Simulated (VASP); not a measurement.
A run of VASP 6.6.1:

The input INCAR:

```
SYSTEM = Al
ALGO     = Normal         ! electronic algorithm
EDIFF    = 1E-6           ! SCF threshold, eV
ENCUT    = 520            ! plane-wave cutoff, eV
GGA      = PS             ! functional
ISIF     = 2              ! what is computed and relaxed
ISMEAR   = 0              ! smearing method
LASPH    = .True.         ! aspherical terms in the spheres
LCHARG   = .False.        ! write CHGCAR
LREAL    = .False.        ! projectors in reciprocal space
LWAVE    = .False.        ! write WAVECAR
NBANDS   = 8              ! bands
NELM     = 80             ! most SCF steps
PREC     = Accurate       ! precision mode
SIGMA    = 0.1            ! smearing width, eV
```

Contents of KPOINTS:

```
k-points
0
Gamma
  18 18 18
  0 0 0
```

POSCAR

```
Al
1.0
   -1.5457098355      1.5457098355      1.5457098355
    1.5457098355     -1.5457098355      1.5457098355
    1.5457098355      1.5457098355     -1.5457098355
Al
1
Direct
    0.0000000000      0.0000000000      0.0000000000
```

Potentials or basis: VASP PAW PBE potentials, release 64 (Al).

Run with:

```bash
$ cat potpaw_PBE.64/Al/POTCAR > POTCAR
$ mpirun -np 1 vasp_std > vasp.out
```

Hardware: 1 thread of Intel(R) Xeon(R) 6975P-C (Granite Rapids), on a shared host.

Task: Estimate the wall time of this run.

Result: Wall time 5.3 s on 1 thread of Intel(R) Xeon(R) 6975P-C (Granite Rapids), with other jobs on the host, peak memory 0.12 GiB. Counts: scf iterations 9, k points 195.
